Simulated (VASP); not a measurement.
# Y (Pm-3m) in VASP: further runs

The runs below take Y through relaxation of cell and atoms, with r2SCAN+D3(BJ).

Everything below comes from runs of VASP 6.6.1. Logs are shortened: lines on timing, memory, paths and dates and some standing lists are left out, and cuts for length are marked.

## Step 1: The cell of the first run

It takes space group Pm-3m (No. 221, cubic). The conventional cell has a = 3.310 Å, b = 3.310 Å, c = 3.310 Å, α = 90.00°, β = 90.00°, γ = 90.00°. Within 4.4 Å of Y (site symmetry m-3m) lie 6 Y at 3.31 Å.

This isn't the form of Y at room conditions, which is hcp.

## Step 2: Relaxation of cell and atoms, r2SCAN+D3(BJ), target pressure 10 GPa, at which the enthalpy is minimised

POSCAR reads:

```
Y
1.0
    3.3100000000      0.0000000000      0.0000000000
    0.0000000000      3.3100000000      0.0000000000
    0.0000000000      0.0000000000      3.3100000000
Y
1
Direct
    0.0000000000      0.0000000000      0.0000000000
```

INCAR.step1 reads:

```
PREC = Accurate
ENCUT = 600
ISMEAR = -1
SIGMA = 0.05
LREAL = F
LASPH = T
NELM = 80
GGA = PE
ALGO = Normal
EDIFF = 1E-4
LWAVE = T
LCHARG = F
```

INCAR.step2 reads:

```
PREC = Accurate
ENCUT = 600
EDIFF = 1E-6
ISMEAR = -1
SIGMA = 0.05
LREAL = F
LASPH = T
NELM = 80
ALGO = Normal
ISIF = 3
LWAVE = F
LCHARG = F
METAGGA = R2SCAN
LMIXTAU = T
IVDW = 12
VDW_S6 = 1.0
VDW_S8 = 0.78981345
VDW_A1 = 0.49484001
VDW_A2 = 5.73083694
IBRION = 2
NSW = 60
EDIFFG = -0.03
PSTRESS = 100.0
ISTART = 1
```

KPOINTS reads:

```
regular mesh
0
Gamma
  8 8 8
```

Potentials or basis: VASP PAW PBE potentials, release 64 (Y_sv).

On the command line:

```bash
cat potpaw_PBE.64/Y_sv/POTCAR > POTCAR
cp INCAR.step1 INCAR
mpirun -np 1 vasp_std > vasp.out
cp INCAR.step2 INCAR
mpirun -np 1 vasp_std > vasp.out
```

OUTCAR:

```text
PREC = Accurate
   ENCUT = 600
   EDIFF = 1E-6
   ISMEAR = -1
   LREAL = F
   LASPH = T
   NELM = 80
   ISIF = 3
   METAGGA = R2SCAN
   IVDW = 12
   IBRION = 2
   NSW = 60
   EDIFFG = -0.03
   PSTRESS = 100.0
   ISTART = 1
 IVDW          = 12

 ion  position               nearest neighbor table
   1  0.000  0.000  0.000-

  LATTYP: Found a simple cubic cell.
 ALAT       =     3.3100000000

  Lattice vectors:

 A1 = (   3.3100000000,   0.0000000000,   0.0000000000)
 A2 = (   0.0000000000,   3.3100000000,   0.0000000000)
 A3 = (   0.0000000000,   0.0000000000,   3.3100000000)

Analysis of symmetry for initial positions (statically):
=====================================================================
 Subroutine PRICEL returns:
 Original cell was already a primitive cell.

 Routine SETGRP: Setting up the symmetry group for a
 simple cubic supercell.

 Subroutine GETGRP returns: Found 48 space group operations
 (whereof 48 operations were pure point group operations)
 out of a pool of 48 trial point group operations.

The static configuration has the point symmetry O_h .

Analysis of symmetry for dynamics (positions and initial velocities):
=====================================================================
 Subroutine PRICEL returns:
 Original cell was already a primitive cell.

 Routine SETGRP: Setting up the symmetry group for a
 simple cubic supercell.

 Subroutine GETGRP returns: Found 48 space group operations
 (whereof 48 operations were pure point group operations)
 out of a pool of 48 trial point group operations.

The dynamic configuration has the point symmetry O_h .

 Subroutine INISYM returns: Found 48 space group operations
 (whereof 48 operations are pure point group operations),
 and found     1 'primitive' translations

----------------------------------------------------------------------------------------

                                     Primitive cell

  volume of cell :      36.2647

  direct lattice vectors                    reciprocal lattice vectors
     3.310000000  0.000000000  0.000000000     0.302114804  0.000000000  0.000000000
     0.000000000  3.310000000  0.000000000     0.000000000  0.302114804  0.000000000
     0.000000000  0.000000000  3.310000000     0.000000000  0.000000000  0.302114804

  length of vectors
     3.310000000  3.310000000  3.310000000     0.302114804  0.302114804  0.302114804

  position of ions in fractional coordinates (direct lattice)
     0.000000000  0.000000000  0.000000000

  ion indices of the primitive-cell ions
   primitive index   ion index
                 1           1

----------------------------------------------------------------------------------------

 KPOINTS: regular mesh

Automatic generation of k-mesh.
 Grid dimensions read from file:
 generate k-points for:    8    8    8

 Generating k-lattice:

  Cartesian coordinates                     Fractional coordinates (reciprocal lattice)
     0.037764350  0.000000000  0.000000000     0.125000000  0.000000000  0.000000000
     0.000000000  0.037764350  0.000000000     0.000000000  0.125000000  0.000000000
     0.000000000  0.000000000  0.037764350     0.000000000  0.000000000  0.125000000

  Length of vectors
     0.037764350  0.037764350  0.037764350

  Shift w.r.t. Gamma in fractional coordinates (k-lattice)
     0.000000000  0.000000000  0.000000000

 Subroutine IBZKPT returns following result:
 ===========================================

 Found     35 irreducible k-points:

 Following reciprocal coordinates:
            Coordinates               Weight
  0.000000  0.000000  0.000000      1.000000
  0.125000  0.000000  0.000000      6.000000
  0.250000  0.000000  0.000000      6.000000
  0.375000  0.000000  0.000000      6.000000
  0.500000  0.000000  0.000000      3.000000
  0.125000  0.125000  0.000000     12.000000
[... 16 lines left out ...]
  0.375000  0.375000  0.125000     24.000000
  0.500000  0.375000  0.125000     24.000000
 [... further k-points ...]
   k-points           NKPTS =     35   k-points in BZ     NKDIM =     35   number of bands    NBANDS=      9
   number of dos      NEDOS =    301   number of ions     NIONS =      1
   total plane-waves  NPLWV =  21952
   dimension x,y,z NGX =    28 NGY =   28 NGZ =   28
   dimension x,y,z NGXF=    56 NGYF=   56 NGZF=   56
   ions per type =               1
   NGX,Y,Z   is equivalent  to a cutoff of  14.06, 14.06, 14.06 a.u.
   NGXF,Y,Z  is equivalent  to a cutoff of  28.13, 28.13, 28.13 a.u.
 SYSTEM =  unknown system
   PREC   = accura    normal or accurate (medium, high low for compatibility)
   ISTART =      1    job   : 0-new  1-cont  2-samecut
   ICHARG =      0    charge: 1-file 2-atom 10-const
   ISPIN  =      1    spin polarized calculation?
   LNONCOLLINEAR =      F non collinear calculations
   LSORBIT =      F    spin-orbit coupling
   LASPH  =      T    aspherical Exc in radial PAW
   ENCUT  =  600.0 eV  44.10 Ry    6.64 a.u.   6.61  6.61  6.61*2*pi/ulx,y,z
   NELM   =     80;   NELMIN=  2; NELMDL=  0     # of ELM steps
   EDIFF  = 0.1E-05   stopping-criterion for ELM
   LREAL  =      F    real-space projection
   EDIFFG = -.3E-01   stopping-criterion for IOM
   NSW    =     60    number of steps for IOM
   IBRION =      2    ionic relax: 0-MD 1-quasi-New 2-CG
   NFREE  =      1    steps in history (QN), initial steepest desc. (CG)
   ISIF   =      3    stress and relaxation
   ISYM   =      2    0-nonsym 1-usesym 2-fastsym
   POTIM  = 0.5000    time-step for ionic-motion
   TEBEG  =    0.0;   TEEND  =   0.0 temperature during run
   PSTRESS=  100.0 pullay stress
   NELECT =      11.0000    total number of electrons
   NUPDOWN=      -1.0000    fix difference up-down
   EMIN   =  10.00;   EMAX   =-10.00  energy-range for DOS
   EFERMI =   0.00;   METHOD = LEGACY
   ISMEAR =    -1;   SIGMA  =   0.05  broadening in eV -4-tet -1-fermi 0-gaus
   EFERMI_NEDOS =   21; number of points for ismear=-14 and -15
   IALGO  =     38    algorithm
   IMIX   =      4    mixing-type and parameters
     AMIX     =   0.40;   BMIX     =  1.00
     AMIX_MAG =   1.60;   BMIX_MAG =  1.00
  volume/ion in A,a.u.               =      36.26       244.73
  Fermi-wavevector in a.u.,A,eV,Ry     =   1.099962  2.078627 16.461916  1.209917
  Thomas-Fermi vector in A             =   2.236365
   LORBIT       =      0    0 simple, 1 ext, 2 COOP (PROOUT), +10 PAW based schemes
   METAGGA = R2SCAN    functional components
   LHFCALC =     F    Hartree Fock is set to
   AEXX    =    0.0000 exact exchange contribution
   IVDW    =    12    specifies the selected vdW correction
   LEPSILON=     F    determine dielectric tensor
   LRPA    =     F    only Hartree local field effects (RPA)
 conjugate gradient relaxation of ions
 non-spin polarized calculation
  energy-cutoff  :      600.00
  volume of cell :       36.26
 maximum number of plane-waves:      1231
 NGX is ok and might be reduce to    28
   NGX = 13   NGY = 13   NGZ = 13

--------------------------------------- Ionic step        1  -------------------------------------------

 number of electron      10.9999999 magnetization

 Free energy of the ion-electron system (eV)
  ---------------------------------------------------
  ext. energy  EPLUGINS =         0.00000000
  ---------------------------------------------------
  free energy    TOTEN  =       -19.41322004 eV

  energy without entropy =      -19.38986829  energy(sigma->0) =      -19.40154417

 E-fermi :   2.6925     XC(G=0):  -9.6195

 val. band max:        2.6578877221   @ k =   0.3750   0.1250   0.0000
 cond. band min:       2.7058965137   @ k =   0.3750   0.3750   0.3750
 fundamental gap:      0.0480087916
 Fermi energy:         2.6925340669

 k-point     1 :       0.0000    0.0000    0.0000
  band No.  band energies     occupation
      1     -42.0732      2.00000
      2     -21.0978      2.00000
      3     -21.0978      2.00000
      4     -21.0978      2.00000
      5      -2.0597      2.00000
      6       2.1458      1.99996
      7       2.1458      1.99996
      8       7.8930      0.00000
      9       7.8930      0.00000

 k-point     2 :       0.1250    0.0000    0.0000
  band No.  band energies     occupation
      1     -42.0645      2.00000
      2     -21.1951      2.00000
      3     -21.0894      2.00000
      4     -21.0894      2.00000
      5      -1.7606      2.00000
      6       2.2401      1.99976
      7       2.3745      1.99655
      8       7.3774      0.00000
      9       7.3774      0.00000
[... 419 lines left out ...]
  FREE ENERGIE OF THE ION-ELECTRON SYSTEM (eV)
  ---------------------------------------------------
  free  energy   TOTEN  =       -19.3848266143 eV

  energy  without entropy=      -19.3751544371  energy(sigma->0) =      -19.37999053

  enthalpy is  TOTEN    =       -17.7594097929 eV   P V=        1.6254168214

--------------------------------------- Ionic step        5  -------------------------------------------

 number of electron      11.0000000 magnetization

 Free energy of the ion-electron system (eV)
  ---------------------------------------------------
  ext. energy  EPLUGINS =         0.00000000
  ---------------------------------------------------
  free energy    TOTEN  =       -19.19406268 eV

  energy without entropy =      -19.18430312  energy(sigma->0) =      -19.18918290

 E-fermi :   4.5133     XC(G=0): -10.9958

 val. band max:        4.4889328920   @ k =   0.3750   0.3750   0.0000
 cond. band min:       4.5368088709   @ k =   0.2500   0.1250   0.1250
 fundamental gap:      0.0478759789
 Fermi energy:         4.5132546210

 k-point     1 :       0.0000    0.0000    0.0000
  band No.  band energies     occupation
      1     -39.8735      2.00000
      2     -18.4620      2.00000
      3     -18.4620      2.00000
      4     -18.4620      2.00000
      5      -0.6295      2.00000
      6       3.3505      2.00000
      7       3.3505      2.00000
      8      11.5351      0.00000
      9      11.5351      0.00000

 k-point     2 :       0.1250    0.0000    0.0000
  band No.  band energies     occupation
      1     -39.8442      2.00000
      2     -18.7213      2.00000
      3     -18.4399      2.00000
      4     -18.4399      2.00000
      5      -0.2190      2.00000
      6       3.4813      2.00000
      7       3.7918      2.00000
      8      10.7080      0.00000
      9      10.7080      0.00000
[... 290 lines left out ...]
 POSITION                                       TOTAL-FORCE (eV/Angst)
 -----------------------------------------------------------------------------------
      0.00000      0.00000     -0.00000         0.000000     -0.000000      0.000000
 -----------------------------------------------------------------------------------
    total drift:                               -0.000000      0.000000     -0.000000

  FREE ENERGIE OF THE ION-ELECTRON SYSTEM (eV)
  ---------------------------------------------------
  free  energy   TOTEN  =       -19.3949544287 eV

  energy  without entropy=      -19.3851948677  energy(sigma->0) =      -19.39007465

  enthalpy is  TOTEN    =       -17.7594855422 eV   P V=        1.6354688865

 reached required accuracy - stopping structural energy minimisation
```

It took 4.5 min on 1 thread of Intel Xeon 6975P-C (Granite Rapids), shared host; peak memory 0.2 GiB.

What came out:

```
Free energy                                                : -19.3950 eV
Relaxed volume                                             : 26.20 Å³/atom
Relaxed cell                                               : a = 2.970 Å, b = 2.970 Å, c = 2.970 Å, α = 90.00°, β = 90.00°, γ = 90.00°
Space group after relaxing (to 0.1 Å)                      : Pm-3m (No. 221)
Energy change on relaxing (the run minimises the enthalpy) : +162.2 meV/atom
Ionic steps                                                : 5
Pressure after relaxing                                    : 9.9 GPa
Band gap on the k mesh                                     : zero (an odd number of electrons rules out a gap without spin polarisation)
Dispersion energy per atom                                 : -0.201 eV
```

Step by step:
| step | energy change (eV) | largest force (eV/Å) | pressure (GPa) | volume (Å³) |
| --- | --- | --- | --- | --- |
| 1 | 0.0000 | 0.0000 | -1.96 | 36.26 |
| 2 | 0.3580 | 0.0000 | 17.08 | 23.83 |
| 3 | 0.1611 | 0.0000 | 9.80 | 26.22 |
| 4 | 0.1723 | 0.0000 | 10.27 | 26.04 |
| 5 | 0.1622 | 0.0000 | 9.88 | 26.20 |

Final structure:
```
Y
1.0
     2.97019    0.00000    0.00000
     0.00000    2.97019    0.00000
     0.00000    0.00000    2.97019
Y
1
Direct
  0.00000 0.00000 0.00000
```

Levels at points of the mesh, in eV from the Fermi level:
| k point | band 2 | band 3 | band 4 | band 5 | band 6 | band 7 | band 8 | band 9 |
| --- | --- | --- | --- | --- | --- | --- | --- | --- |
| (0.00, 0.00, 0.00) | -22.98 | -22.98 | -22.98 | -5.14 | -1.16 | -1.16 | 7.02 | 7.02 |
| (0.50, 0.00, 0.00) | -24.58 | -22.82 | -22.82 | -1.63 | -0.12 | 0.20 | 3.38 | 3.38 |
| (0.50, 0.50, 0.00) | -24.31 | -24.31 | -22.68 | -3.23 | 0.50 | 4.22 | 4.22 | 5.13 |
| (0.50, 0.50, 0.50) | -24.08 | -24.08 | -24.08 | -1.39 | -1.39 | -1.39 | 5.57 | 9.42 |

Caveat: the cell is relaxed towards a set pressure, so the run minimises the enthalpy, not the energy; the volume moved by over 15 % at a fixed basis, so the end points are rough; the PAW data sets were made with another functional, which shifts forces and pressure a little.

## Step 3: Relaxation of cell and atoms, r2SCAN+D3(BJ), target pressure 20 GPa, at which the enthalpy is minimised

POSCAR is that of step 2.

INCAR.step1 reads:

```
  PREC = Accurate
  ENCUT = 600
  ISMEAR = -1
  SIGMA = 0.05
  LREAL = F
  LASPH = T
  NELM = 60
  GGA = PE
  ALGO = Normal
  EDIFF = 1E-4
  LWAVE = T
  LCHARG = F
```

INCAR.step2 reads:

```
  PREC = Accurate
  ENCUT = 600
  EDIFF = 1E-6
  ISMEAR = -1
  SIGMA = 0.05
  LREAL = F
  LASPH = T
  NELM = 60
  ALGO = Normal
  ISIF = 3
  LWAVE = F
  LCHARG = F
  METAGGA = R2SCAN
  LMIXTAU = T
  IVDW = 12
  VDW_S6 = 1.0
  VDW_S8 = 0.78981345
  VDW_A1 = 0.49484001
  VDW_A2 = 5.73083694
  IBRION = 2
  NSW = 60
  EDIFFG = -0.03
  PSTRESS = 200.0
  ISTART = 1
```

KPOINTS is that of step 2.

Potentials or basis: VASP PAW PBE potentials, release 64 (Y_sv).

On the command line:

```bash
cat potpaw_PBE.64/Y_sv/POTCAR > POTCAR
cp INCAR.step1 INCAR
mpirun -np 1 vasp_std > vasp.out
cp INCAR.step2 INCAR
mpirun -np 1 vasp_std > vasp.out
```

It took 5.7 min on 1 thread of Intel Xeon 6975P-C (Granite Rapids), shared host; peak memory 0.21 GiB.

Results (log left out):

```yaml
Free_energy: -19.1156 eV
Relaxed_volume: 23.11 Å³/atom
Relaxed_cell: a = 2.848 Å, b = 2.848 Å, c = 2.848 Å, α = 90.00°, β = 90.00°, γ = 90.00°
Space_group_after_relaxing_to_0.1_Å: Pm-3m (No. 221)
Energy_change_on_relaxing_the_run_minimises_the_enthalpy: +441.5 meV/atom
Ionic_steps: 7
Pressure_after_relaxing: 20.0 GPa
Band_gap_on_the_k_mesh: zero (an odd number of electrons rules out a gap without spin polarisation)
Dispersion_energy_per_atom: -0.228 eV
```

Step by step:
```
step  energy change (eV)  largest force (eV/Å)  pressure (GPa)  volume (Å³)
   1              0.0000                0.0000           -1.96        36.26
   2              2.3764                0.0000           83.20        15.93
   3              0.3860                0.0000           18.13        23.58
   4              0.4284                0.0000           19.53        23.22
   5              0.4562                0.0000           20.49        22.99
   6              0.4295                0.0000           19.59        23.21
   7              0.4415                0.0000           19.99        23.11
```

Final structure:
```xyz
1
Lattice="2.8484 0.0000 0.0000 0.0000 2.8484 0.0000 0.0000 0.0000 2.8484" Properties=species:S:1:pos:R:3 pbc="T T T"
Y     0.0000    0.0000    2.8484
```

Levels at points of the mesh, in eV from the Fermi level:
```
           k point  band 2  band 3  band 4  band 5  band 6  band 7  band 8  band 9
(0.00, 0.00, 0.00)  -22.59  -22.59  -22.59   -5.10   -1.41   -1.41    7.93    7.93
(0.50, 0.00, 0.00)  -24.80  -22.37  -22.37   -1.39   -0.23    0.69    3.67    3.67
(0.50, 0.50, 0.00)  -24.42  -24.42  -22.17   -3.78    0.72    4.66    4.66    6.13
(0.50, 0.50, 0.50)  -24.08  -24.08  -24.08   -1.71   -1.71   -1.71    5.61   10.79
```

Caveat: the cell is relaxed towards a set pressure, so the run minimises the enthalpy, not the energy; the volume moved by over 15 % at a fixed basis, so the end points are rough; the PAW data sets were made with another functional, which shifts forces and pressure a little.

The gap in the log of VASP goes by the Fermi energy; the results here count the filled bands.